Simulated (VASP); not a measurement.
# Cd (P6_3/mmc) in VASP: notebook, part 2 of 2

VASP 6.6.1. The steps go on from the part before.

**4. Single point, r2SCAN**

The input, POSCAR:

```
Cd
1.0
    2.9509006248      0.0000000000      0.0000000000
   -1.4754503124      2.5555549051      0.0000000000
    0.0000000000      0.0000000000      5.8838547497
Cd
2
Direct
    0.3333333333      0.6666666667      0.2500000000
    0.6666666667      0.3333333333      0.7500000000
```

The input, INCAR.step1:

```
ALGO = Normal
EDIFF = 1E-4
ENCUT = 520
GGA = PE
ISMEAR = -1
LASPH = T
LCHARG = F
LREAL = F
LWAVE = T
NBANDS = 19
NELM = 80
PREC = Accurate
SIGMA = 0.2
```

The input, INCAR.step2:

```
ALGO = Normal
EDIFF = 1E-6
ENCUT = 520
ISIF = 2
ISMEAR = -1
ISTART = 1
LASPH = T
LCHARG = T
LELF = T
LMIXTAU = T
LREAL = F
LVHAR = T
LWAVE = F
METAGGA = R2SCAN
NBANDS = 19
NELM = 80
PREC = Accurate
SIGMA = 0.2
```

The input, KPOINTS:

```
k-points
0
Gamma
  12 12 6
```

Potentials or basis: VASP PAW PBE potentials, release 64 (Cd).

On the command line:

```console
$ cat potpaw_PBE.64/Cd/POTCAR > POTCAR
$ cp INCAR.step1 INCAR
$ mpirun -np 1 vasp_std > vasp.out
$ cp INCAR.step2 INCAR
$ mpirun -np 1 vasp_std > vasp.out
```

OUTCAR:

```text
EDIFF = 1E-6
   ENCUT = 520
   ISIF = 2
   ISMEAR = -1
   ISTART = 1
   LASPH = T
   LREAL = F
   METAGGA = R2SCAN
   NELM = 80
   PREC = Accurate

 ion  position               nearest neighbor table
   1  0.333  0.667  0.250-   2 3.40   2 3.40   2 3.40   2 3.40   2 3.40   2 3.40
   2  0.667  0.333  0.750-   1 3.40   1 3.40   1 3.40   1 3.40   1 3.40   1 3.40

  LATTYP: Found a hexagonal cell.
 ALAT       =     2.9509006248
 C/A-ratio  =     1.9939182974

  Lattice vectors:

 A1 = (   2.9509006248,   0.0000000000,   0.0000000000)
 A2 = (  -1.4754503124,   2.5555549051,   0.0000000000)
 A3 = (   0.0000000000,   0.0000000000,   5.8838547497)

Analysis of symmetry for initial positions (statically):
=====================================================================
 Subroutine PRICEL returns:
 Original cell was already a primitive cell.

 Routine SETGRP: Setting up the symmetry group for a
 hexagonal supercell.

 Subroutine GETGRP returns: Found 24 space group operations
 (whereof 12 operations were pure point group operations)
 out of a pool of 24 trial point group operations.

The static configuration has the point symmetry D_3d.
 The point group associated with its full space group is D_6h.
[... 159 lines left out ...]

  energy without entropy =      -40.18013574  energy(sigma->0) =      -40.20880422

 E-fermi :   2.7710     XC(G=0): -11.6174

 val. band max:        2.6736541173   @ k =   0.2500   0.0833   0.0000
 cond. band min:       3.0350978020   @ k =   0.2500  -0.0000   0.1667
 fundamental gap:      0.3614436847
 Fermi energy:         2.7710403917

 k-point     1 :       0.0000    0.0000    0.0000
  band No.  band energies     occupation
      1      -7.6196      2.00000
      2      -7.4273      2.00000
      3      -6.9292      2.00000
      4      -6.9292      2.00000
      5      -6.8928      2.00000
      6      -6.8928      2.00000
[... 505 lines left out ...]
      6      -6.5160      2.00000
[... 11 lines left out ...]
     18      14.8994      0.00000
     19      16.7530      0.00000

 [... further k-points ...]

------------------------ aborting loop because EDIFF is reached ----------------------------------------

  FORCE on cell =-STRESS in cart. coord.  units (eV):
  Direction    XX          YY          ZZ          XY          YZ          ZX
  --------------------------------------------------------------------------------------
  -------------------------------------------------------------------------------------
  Total        0.1868843      0.1868843      0.0342362      0.0000000     -0.0000000      0.0000000
  in kB        6.7481039      6.7481039      1.2362169      0.0000000     -0.0000000      0.0000000
  external PRESSURE =       4.9108082 kB  Pullay stress =       0.0000000 kB

 VOLUME and BASIS-vectors are now :
 -----------------------------------------------------------------------------
  energy-cutoff  :      520.00
  volume of cell :       44.37
      direct lattice vectors                 reciprocal lattice vectors
     2.950900625  0.000000000  0.000000000     0.338879592  0.195652224  0.000000000
    -1.475450312  2.555554905  0.000000000     0.000000000  0.391304447  0.000000000
     0.000000000  0.000000000  5.883854750     0.000000000  0.000000000  0.169956609

 POSITION                                       TOTAL-FORCE (eV/Angst)
 -----------------------------------------------------------------------------------
     -0.00000      1.70370      1.47096         0.000000      0.000000     -0.000000
      1.47545      0.85185      4.41289        -0.000000     -0.000000      0.000000
 -----------------------------------------------------------------------------------
    total drift:                               -0.000000      0.000000      0.000000

  FREE ENERGIE OF THE ION-ELECTRON SYSTEM (eV)
  ---------------------------------------------------
  free  energy   TOTEN  =       -40.2374726942 eV

  energy  without entropy=      -40.1801357360  energy(sigma->0) =      -40.20880422
```

OUTCAR.step1:

```text
EDIFF = 1E-4
   ENCUT = 520
   GGA = PE
   ISMEAR = -1
   LASPH = T
   LREAL = F
[... 750 lines left out ...]
 -----------------------------------------------------------------------------------
     -0.00000      1.70370      1.47096         0.000000     -0.000000      0.000000
      1.47545      0.85185      4.41289        -0.000000      0.000000      0.000000
 -----------------------------------------------------------------------------------
    total drift:                               -0.000000      0.000000      0.000000

  FREE ENERGIE OF THE ION-ELECTRON SYSTEM (eV)
  ---------------------------------------------------
  free  energy   TOTEN  =        -1.5137011097 eV

  energy  without entropy=       -1.4496697240  energy(sigma->0) =       -1.48168542
```

It took 4.1 min on 1 thread of Intel Xeon 8259CL, shared host; peak memory 0.2 GiB.

What came out:

```
Free energy            : -40.2375 eV
Pressure               : 0.5 GPa
Band gap on the k mesh : zero (bands 12 and 13 overlap by 4.43 eV)
```

Levels at points of the mesh, in eV from the Fermi level:
| k point | band 8 | band 9 | band 10 | band 11 | band 12 | band 13 | band 14 | band 15 | band 16 | band 17 |
| --- | --- | --- | --- | --- | --- | --- | --- | --- | --- | --- |
| (0.00, 0.00, 0.00) | -9.10 | -8.99 | -8.93 | -8.93 | -3.83 | -3.14 | 9.35 | 13.88 | 15.47 | 16.33 |
| (0.50, 0.00, 0.00) | -8.95 | -8.58 | -8.56 | -2.23 | -1.65 | 1.74 | 3.02 | 3.23 | 5.37 | 9.39 |
| (0.00, 0.00, 0.50) | -9.01 | -9.01 | -9.01 | -7.59 | -7.59 | 2.92 | 2.92 | 15.77 | 15.77 | 17.22 |
| (0.50, 0.00, 0.50) | -8.96 | -8.57 | -8.57 | -1.51 | -1.51 | 0.31 | 0.31 | 7.83 | 7.83 | 10.86 |

Caveat: the PAW data sets were made with another functional, which shifts forces and pressure a little.

**5. Single point, r2SCAN**

POSCAR is that of step 4.

The input, INCAR.step1:

```
PREC = Accurate ; ENCUT = 520
ISMEAR = -1 ; SIGMA = 0.3
LREAL = F ; LASPH = T
NELM = 100 ; NBANDS = 19
GGA = PE ; ALGO = Normal
EDIFF = 1E-4 ; LWAVE = T
LCHARG = F
```

The input, INCAR.step2:

```
PREC = Accurate ; ENCUT = 520
EDIFF = 1E-6 ; ISMEAR = -1
SIGMA = 0.3 ; LREAL = F
LASPH = T ; NELM = 100
ALGO = Normal ; ISIF = 2
LWAVE = F ; LCHARG = F
METAGGA = R2SCAN ; LMIXTAU = T
NBANDS = 19 ; ISTART = 1
```

The input, KPOINTS:

```
Automatic mesh
0
Gamma
  12 12 6
```

On the command line:

```console
$ cat potpaw_PBE.64/Cd/POTCAR > POTCAR
$ cp INCAR.step1 INCAR
$ mpirun -np 1 vasp_std > vasp.out
$ cp INCAR.step2 INCAR
$ mpirun -np 1 vasp_std > vasp.out
```

Run time: 4.3 min. Hardware: 1 thread of Intel Xeon 8259CL, shared host; peak memory 0.2 GiB.

Results (log left out):

* Free energy: -40.2772 eV
* Pressure: 0.8 GPa
* Band gap on the k mesh: zero (bands 12 and 13 overlap by 4.43 eV)

Stress tensor (GPa, compression positive):
```
1.09 0.00 0.00
0.00 1.09 0.00
0.00 0.00 0.13
```

Levels at points of the mesh, in eV from the Fermi level:
```csv
k point,band 10,band 11,band 12,band 13,band 14,band 15
"(0.00, 0.00, 0.00)",-8.92,-8.92,-3.82,-3.13,9.35,13.89
"(0.50, 0.00, 0.00)",-8.55,-2.22,-1.64,1.75,3.03,3.24
"(0.00, 0.00, 0.50)",-9.00,-7.58,-7.58,2.93,2.93,15.78
"(0.50, 0.00, 0.50)",-8.56,-1.51,-1.51,0.32,0.32,7.83
```

Caveat: so wide a smearing shifts energies and pressures; the PAW data sets were made with another functional, which shifts forces and pressure a little.

**6. Overview**

| smearing | gap on the mesh (eV) | pressure (GPa) |
| --- | --- | --- |
| fermi-dirac 0.01 eV | none | 0.4 |
| fermi-dirac 0.03 eV | none | 0.4 |
| fermi-dirac 0.2 eV | none | 0.5 |
| fermi-dirac 0.3 eV | none | 0.8 |

Alike in all rows: task single point; level r2SCAN; potentials or basis VASP PAW PBE potentials, release 64 (Cd); no spin polarisation; cell as given; k mesh 12 × 12 × 6; cutoff (eV) 520.

Caveats: the PAW data sets were made with another functional, which shifts forces and pressure a little; so wide a smearing shifts energies and pressures (at least some runs).

Absolute energies hang on the potentials; compare differences alone.

The gap in the log of VASP goes by the Fermi energy; the results here count the filled bands.